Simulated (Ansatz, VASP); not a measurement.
One calculation of Al2Cu, two programs

File INCAR:

```
SYSTEM = Al2Cu
PREC     = Accurate       ! precision mode
ENCUT    = 520            ! plane-wave cutoff, eV
EDIFF    = 1E-7           ! SCF threshold, eV
ISMEAR   = 0              ! smearing method
SIGMA    = 0.15           ! smearing width, eV
LREAL    = .False.        ! projectors in reciprocal space
LASPH    = .True.         ! aspherical terms in the spheres
NELM     = 60             ! most SCF steps
ALGO     = Fast           ! electronic algorithm
ISIF     = 2              ! what is computed and relaxed
LWAVE    = .False.        ! write WAVECAR
LCHARG   = .False.        ! write CHGCAR
GGA      = PS             ! functional
NBANDS   = 26             ! bands
```

File KPOINTS:

```
Automatic mesh
0
Gamma
  10 10 10
  0 0 0
```

The input POSCAR:

```
Al2Cu
1.0
   -2.9965086402      2.9965086402      2.4862000000
    2.9965086402     -2.9965086402      2.4862000000
    2.9965086402      2.9965086402     -2.4862000000
Al Cu
4 2
Direct
    0.1593210787      0.6593210787      0.8186421574
    0.6593210787      0.8406789213      0.5000000000
    0.8406789213      0.3406789213      0.1813578426
    0.3406789213      0.1593210787      0.5000000000
    0.7500000000      0.7500000000      0.0000000000
    0.2500000000      0.2500000000      0.0000000000
```

Input for Ansatz:

```yaml
crystal:
  lattice:
    - [-2.9965086402, 2.9965086402, 2.4862]
    - [2.9965086402, -2.9965086402, 2.4862]
    - [2.9965086402, 2.9965086402, -2.4862]
  atoms:
    - { symbol: Al, position: [0.1593210787, 0.6593210787, 0.8186421574] }
    - { symbol: Al, position: [0.6593210787, 0.8406789213, 0.5] }
    - { symbol: Al, position: [0.8406789213, 0.3406789213, 0.1813578426] }
    - { symbol: Al, position: [0.3406789213, 0.1593210787, 0.5] }
    - { symbol: Cu, position: [0.75, 0.75, 0.0] }
    - { symbol: Cu, position: [0.25, 0.25, 0.0] }
basis:
  ecutwfc: 520.0
kpoints:
  mp_grid: { grid: [10, 10, 10] }
hamiltonian:
  xc: pbesol
  pseudopotentials: { kind: paw, azcp: { folder: soft_1 } }
scf:
  occupations: { method: gaussian, width: 0.15 }
output:
  forces: true
  stress: true
  eigenvalues: true
```

Alike in both runs: task single point; functional PBEsol; k mesh 10 × 10 × 10; occupations gaussian, width 0.15 eV; no spin polarisation.

|  | VASP | Ansatz |
| --- | --- | --- |
| version | VASP 6.6.1 | Ansatz 0.2.0 |
| potentials or method | VASP PAW PBE potentials, release 64 (Al, Cu), cutoff 520 eV | scalar-relativistic, plane waves, PAW |
| valence electrons in the cell | 34 | 50 |

|  | VASP | Ansatz | Ansatz less VASP |
| --- | --- | --- | --- |
| gap on the k mesh at the Fermi level (eV) | none | none | - |
| pressure (GPa) | -2.8 | -2.9 | -0.17 |
| traceless stress, the component that is largest in VASP (GPa) | -2.39 | -2.44 | -0.049 |
| rms of the force components (eV/Å) | 0.045 | 0.046 | +0.0009 |

VASP's potentials were made for PBE, not for PBEsol, and Ansatz warns of the same on its side. Atom by atom the forces differ by 0.001 eV/Å (rms over components). A gap of «none» marks a metal or a gap that the smearing closes. With one functional, cell and mesh, what is left measures potentials, basis and numerics. VASP's potentials hold 34 valence electrons a cell and Ansatz's 50, so a difference there can come from the potentials and not from the codes.
